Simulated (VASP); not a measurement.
# Ga (Fd-3m) in VASP: notebook

Ga is run at these levels: LDA; tasks: single point, relaxation of cell and atoms.

Everything below comes from runs of VASP 6.6.1. Logs are shortened: lines on timing, memory, paths and dates and some standing lists are left out, and cuts for length are marked.

**1. The cell of the first run**

The structure is cubic, space group Fd-3m (No. 227). Conventional cell: a = 5.753 Å, b = 5.753 Å, c = 5.753 Å, α = 90.00°, β = 90.00°, γ = 90.00°. Within 3.3 Å of Ga (site symmetry -43m) lie 4 Ga at 2.49 Å.

**2. Single point, LDA (volume scaled by 1.04)**

INCAR reads:

```
PREC     = Accurate       # precision mode
ENCUT    = 520            # plane-wave cutoff, eV
EDIFF    = 1E-6           # SCF threshold, eV
ISMEAR   = -1             # smearing method
SIGMA    = 0.1            # smearing width, eV
LREAL    = False          # projectors in reciprocal space
LASPH    = True           # aspherical terms in the spheres
NELM     = 100            # most SCF steps
ALGO     = Normal         # electronic algorithm
ISIF     = 2              # what is computed and relaxed
LWAVE    = False          # write WAVECAR
LCHARG   = False          # write CHGCAR
GGA      = CA             # functional
NBANDS   = 20             # bands
```

KPOINTS reads:

```
Automatic mesh
0
Gamma
  11 11 11
```

POSCAR reads:

```
Ga
1.0
    0.0000000000      2.8763035190      2.8763035190
    2.8763035190      0.0000000000      2.8763035190
    2.8763035190      2.8763035190      0.0000000000
Ga
2
Direct
    0.1250000000      0.1250000000      0.1250000000
    0.8750000000      0.8750000000      0.8750000000
```

Potentials or basis: VASP PAW LDA potentials, release 64 (Ga_d).

The run is started by

```sh
> cat potpaw_LDA.64/Ga_d/POTCAR > POTCAR
> mpirun -np 1 vasp_std > vasp.out
```

OUTCAR:

```text
PREC = Accurate
   ENCUT = 520
   EDIFF = 1E-6
   ISMEAR = -1
   LREAL = False
   LASPH = True
   NELM = 100
   ISIF = 2
   GGA = CA

 ion  position               nearest neighbor table
   1  0.125  0.125  0.125-   2 2.49   2 2.49   2 2.49   2 2.49
   2  0.875  0.875  0.875-   1 2.49   1 2.49   1 2.49   1 2.49

  LATTYP: Found a face centered cubic cell.
 ALAT       =     5.7526070380

  Lattice vectors:

 A1 = (   0.0000000000,   2.8763035190,   2.8763035190)
 A2 = (   2.8763035190,   0.0000000000,   2.8763035190)
 A3 = (   2.8763035190,   2.8763035190,   0.0000000000)

Analysis of symmetry for initial positions (statically):
=====================================================================
 Subroutine PRICEL returns:
 Original cell was already a primitive cell.

 Routine SETGRP: Setting up the symmetry group for a
 face centered cubic supercell.

 Subroutine GETGRP returns: Found 48 space group operations
 (whereof 12 operations were pure point group operations)
 out of a pool of 48 trial point group operations.

The static configuration has the point symmetry D_3d.
 The point group associated with its full space group is O_h .

Analysis of symmetry for dynamics (positions and initial velocities):
=====================================================================
 Subroutine PRICEL returns:
 Original cell was already a primitive cell.

 Routine SETGRP: Setting up the symmetry group for a
 face centered cubic supercell.

 Subroutine GETGRP returns: Found 48 space group operations
 (whereof 12 operations were pure point group operations)
 out of a pool of 48 trial point group operations.

The dynamic configuration has the point symmetry D_3d.
 The point group associated with its full space group is O_h .

 Subroutine INISYM returns: Found 48 space group operations
 (whereof 12 operations are pure point group operations),
 and found     1 'primitive' translations

----------------------------------------------------------------------------------------

                                     Primitive cell

  volume of cell :      47.5920

  direct lattice vectors                    reciprocal lattice vectors
     0.000000000  2.876303519  2.876303519    -0.173834227  0.173834227  0.173834227
     2.876303519  0.000000000  2.876303519     0.173834227 -0.173834227  0.173834227
     2.876303519  2.876303519  0.000000000     0.173834227  0.173834227 -0.173834227

  length of vectors
     4.067707446  4.067707446  4.067707446     0.301089714  0.301089714  0.301089714

  position of ions in fractional coordinates (direct lattice)
     0.125000000  0.125000000  0.125000000
     0.875000000  0.875000000  0.875000000

  ion indices of the primitive-cell ions
   primitive index   ion index
                 1           1
                 2           2

----------------------------------------------------------------------------------------

 KPOINTS: Automatic mesh

Automatic generation of k-mesh.
 Grid dimensions read from file:
 generate k-points for:   11   11   11

 Generating k-lattice:

  Cartesian coordinates                     Fractional coordinates (reciprocal lattice)
    -0.015803112  0.015803112  0.015803112     0.090909091  0.000000000  0.000000000
     0.015803112 -0.015803112  0.015803112     0.000000000  0.090909091  0.000000000
     0.015803112  0.015803112 -0.015803112     0.000000000  0.000000000  0.090909091

  Length of vectors
     0.027371792  0.027371792  0.027371792

  Shift w.r.t. Gamma in fractional coordinates (k-lattice)
     0.000000000  0.000000000  0.000000000

 Subroutine IBZKPT returns following result:
 ===========================================

 Found     56 irreducible k-points:

 Following reciprocal coordinates:
            Coordinates               Weight
  0.000000  0.000000  0.000000      1.000000
  0.090909  0.000000  0.000000      8.000000
  0.181818  0.000000  0.000000      8.000000
  0.272727  0.000000  0.000000      8.000000
  0.363636  0.000000  0.000000      8.000000
  0.454545  0.000000  0.000000      8.000000
[... 16 lines left out ...]
 -0.272727  0.181818  0.000000     24.000000
 -0.181818  0.181818  0.000000     12.000000
 [... further k-points ...]
   k-points           NKPTS =     56   k-points in BZ     NKDIM =     56   number of bands    NBANDS=     20
   number of dos      NEDOS =    301   number of ions     NIONS =      2
   total plane-waves  NPLWV =  27000
   dimension x,y,z NGX =    30 NGY =   30 NGZ =   30
   dimension x,y,z NGXF=    60 NGYF=   60 NGZF=   60
   ions per type =               2
   NGX,Y,Z   is equivalent  to a cutoff of  12.26, 12.26, 12.26 a.u.
   NGXF,Y,Z  is equivalent  to a cutoff of  24.52, 24.52, 24.52 a.u.
 SYSTEM =  unknown system
   PREC   = accura    normal or accurate (medium, high low for compatibility)
   ISTART =      0    job   : 0-new  1-cont  2-samecut
   ICHARG =      2    charge: 1-file 2-atom 10-const
   ISPIN  =      1    spin polarized calculation?
   LNONCOLLINEAR =      F non collinear calculations
   LSORBIT =      F    spin-orbit coupling
   LASPH  =      T    aspherical Exc in radial PAW
   ENCUT  =  520.0 eV  38.22 Ry    6.18 a.u.   7.56  7.56  7.56*2*pi/ulx,y,z
   NELM   =    100;   NELMIN=  2; NELMDL= -5     # of ELM steps
   EDIFF  = 0.1E-05   stopping-criterion for ELM
   LREAL  =      F    real-space projection
   EDIFFG = 0.1E-04   stopping-criterion for IOM
   NSW    =      0    number of steps for IOM
   IBRION =     -1    ionic relax: 0-MD 1-quasi-New 2-CG
   NFREE  =      0    steps in history (QN), initial steepest desc. (CG)
   ISIF   =      2    stress and relaxation
   ISYM   =      2    0-nonsym 1-usesym 2-fastsym
   POTIM  = 0.5000    time-step for ionic-motion
   TEBEG  =    0.0;   TEEND  =   0.0 temperature during run
   PSTRESS=    0.0 pullay stress
   NELECT =      26.0000    total number of electrons
   NUPDOWN=      -1.0000    fix difference up-down
   EMIN   =  10.00;   EMAX   =-10.00  energy-range for DOS
   EFERMI =   0.00;   METHOD = LEGACY
   ISMEAR =    -1;   SIGMA  =   0.10  broadening in eV -4-tet -1-fermi 0-gaus
   EFERMI_NEDOS =   21; number of points for ismear=-14 and -15
   IALGO  =     38    algorithm
   IMIX   =      4    mixing-type and parameters
     AMIX     =   0.40;   BMIX     =  1.00
     AMIX_MAG =   1.60;   BMIX_MAG =  1.00
  volume/ion in A,a.u.               =      23.80       160.58
  Fermi-wavevector in a.u.,A,eV,Ry     =   1.338303  2.529027 24.368795  1.791056
  Thomas-Fermi vector in A             =   2.466784
   LORBIT       =      0    0 simple, 1 ext, 2 COOP (PROOUT), +10 PAW based schemes
   GGA     = CA    functional components
   LHFCALC =     F    Hartree Fock is set to
   AEXX    =    0.0000 exact exchange contribution
   IVDW    =     0    specifies the selected vdW correction
   LEPSILON=     F    determine dielectric tensor
   LRPA    =     F    only Hartree local field effects (RPA)
 non-spin polarized calculation
  energy-cutoff  :      520.00
  volume of cell :       47.59
 maximum number of plane-waves:      1303
   NGX = 15   NGY = 15   NGZ = 15

 number of electron      26.0000023 magnetization

 Free energy of the ion-electron system (eV)
  ---------------------------------------------------
  ext. energy  EPLUGINS =         0.00000000
  ---------------------------------------------------
  free energy    TOTEN  =        -6.55695322 eV

  energy without entropy =       -6.51684565  energy(sigma->0) =       -6.53689944

 E-fermi :   2.7350     XC(G=0):  -9.9176

 val. band max:        2.7047435970   @ k =   0.3636   0.1818   0.0909
 cond. band min:       2.7541315787   @ k =  -0.2727   0.3636   0.0909
 fundamental gap:      0.0493879817
 Fermi energy:         2.7350446349

 k-point     1 :       0.0000    0.0000    0.0000
  band No.  band energies     occupation
      1     -12.1609      2.00000
      2     -12.1609      2.00000
      3     -12.1609      2.00000
      4     -12.1142      2.00000
      5     -12.1142      2.00000
      6     -11.7645      2.00000
[... 12 lines left out ...]
     19      10.6536      0.00000
     20      14.2158      0.00000

 k-point     2 :       0.0909    0.0000    0.0000
  band No.  band energies     occupation
      1     -12.1710      2.00000
      2     -12.1710      2.00000
      3     -12.1592      2.00000
      4     -12.1002      2.00000
      5     -12.1002      2.00000
      6     -11.7703      2.00000
[... 12 lines left out ...]
     19      11.2744      0.00000
     20      13.2894      0.00000

 k-point     3 :       0.1818    0.0000    0.0000
  band No.  band energies     occupation
      1     -12.1849      2.00000
      2     -12.1849      2.00000
      3     -12.1545      2.00000
      4     -12.0766      2.00000
      5     -12.0766      2.00000
      6     -11.7816      2.00000
[... 12 lines left out ...]
     19      12.1902      0.00000
     20      12.7094      0.00000

 k-point     4 :       0.2727    0.0000    0.0000
  band No.  band energies     occupation
      1     -12.1931      2.00000
      2     -12.1931      2.00000
      3     -12.1485      2.00000
      4     -12.0580      2.00000
      5     -12.0580      2.00000
      6     -11.7915      2.00000
[... 12 lines left out ...]
     19      11.9786      0.00000
     20      12.9260      0.00000

 k-point     5 :       0.3636    0.0000    0.0000
  band No.  band energies     occupation
      1     -12.1956      2.00000
      2     -12.1956      2.00000
      3     -12.1429      2.00000
      4     -12.0487      2.00000
      5     -12.0487      2.00000
      6     -11.8041      2.00000
[... 12 lines left out ...]
     19      13.2091      0.00000
     20      13.9341      0.00000
[... 353 lines left out ...]
      6     -11.8806      2.00000
[... 12 lines left out ...]
     19      13.5991      0.00000
     20      15.0335      0.00000

 k-point    22 :      -0.3636    0.1818    0.0000
  band No.  band energies     occupation
      1     -12.2256      2.00000
      2     -12.2110      2.00000
      3     -12.1009      2.00000
      4     -12.0300      2.00000
      5     -11.9951      2.00000
      6     -11.8562      2.00000
[... 12 lines left out ...]
     19      13.3618      0.00000
     20      13.4102      0.00000

 k-point    23 :      -0.2727    0.1818    0.0000
  band No.  band energies     occupation
      1     -12.2140      2.00000
      2     -12.2138      2.00000
      3     -12.1098      2.00000
      4     -12.0507      2.00000
      5     -11.9994      2.00000
      6     -11.8461      2.00000
[... 12 lines left out ...]
     19      12.1590      0.00000
     20      14.0706      0.00000

 k-point    24 :      -0.1818    0.1818    0.0000
  band No.  band energies     occupation
      1     -12.2104      2.00000
      2     -12.1973      2.00000
      3     -12.1320      2.00000
      4     -12.0636      2.00000
      5     -12.0211      2.00000
      6     -11.8328      2.00000
[... 12 lines left out ...]
     19      11.7162      0.00000
     20      14.0756      0.00000

 [... further k-points ...]

------------------------ aborting loop because EDIFF is reached ----------------------------------------

  FORCE on cell =-STRESS in cart. coord.  units (eV):
  Direction    XX          YY          ZZ          XY          YZ          ZX
  --------------------------------------------------------------------------------------
  -------------------------------------------------------------------------------------
  Total       -0.4749504     -0.4749504     -0.4749504     -0.0000000      0.0000000      0.0000000
  in kB      -15.9891266    -15.9891266    -15.9891266     -0.0000000      0.0000000      0.0000000
  external PRESSURE =     -15.9891266 kB  Pullay stress =       0.0000000 kB

 VOLUME and BASIS-vectors are now :
 -----------------------------------------------------------------------------
  energy-cutoff  :      520.00
  volume of cell :       47.59
      direct lattice vectors                 reciprocal lattice vectors
     0.000000000  2.876303519  2.876303519    -0.173834227  0.173834227  0.173834227
     2.876303519  0.000000000  2.876303519     0.173834227 -0.173834227  0.173834227
     2.876303519  2.876303519  0.000000000     0.173834227  0.173834227 -0.173834227

 POSITION                                       TOTAL-FORCE (eV/Angst)
 -----------------------------------------------------------------------------------
      0.71908      0.71908      0.71908        -0.000000      0.000000      0.000000
      5.03353      5.03353      5.03353         0.000000     -0.000000      0.000000
 -----------------------------------------------------------------------------------
    total drift:                               -0.000000      0.000000      0.000000

  FREE ENERGIE OF THE ION-ELECTRON SYSTEM (eV)
  ---------------------------------------------------
  free  energy   TOTEN  =        -6.5569532162 eV

  energy  without entropy=       -6.5168456539  energy(sigma->0) =       -6.53689944
```

It took 30 s on 1 thread of Intel Xeon Platinum 8488C (Sapphire Rapids), shared host; peak memory 0.16 GiB.

Results:

```
Free energy            : -6.5570 eV
Pressure               : -1.6 GPa
Band gap on the k mesh : zero (band 13 reaches 5.64 eV, above the bottom of band 14 at 1.59 eV)
```

Levels at points of the mesh, in eV from the Fermi level:
```
           k point  band 10  band 11  band 12  band 13  band 14  band 15  band 16  band 17
(0.00, 0.00, 0.00)   -14.43    -9.66     2.90     2.90     2.90     3.93     4.95     4.95
```

[end of part 1 of 2]
